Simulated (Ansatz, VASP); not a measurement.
**Ru: VASP beside Ansatz**

```xyz
1
Lattice="0.0000 1.9054 1.9054 1.9054 0.0000 1.9054 1.9054 1.9054 0.0000" Properties=species:S:1:pos:R:3 pbc="T T T"
Ru    0.0000    0.0000    0.0000
```

Alike in both runs: task single point; functional PBEsol; k mesh 16 × 16 × 16; occupations fermi-dirac, width 0.05 eV; no spin polarisation.

|  | VASP | Ansatz |
| --- | --- | --- |
| version | VASP 6.6.1 | Ansatz 0.2.0 |
| potentials or method | VASP PAW PBE potentials, release 64 (Ru_pv), cutoff 520 eV | all-electron LAPW, scalar-relativistic |

|  | VASP | Ansatz | Ansatz less VASP |
| --- | --- | --- | --- |
| pressure (GPa) | -10.6 | -10.5 | +0.08 |

VASP's potentials were made for PBE, not for PBEsol. Ansatz ran all-electron here, and VASP with PAW potentials.
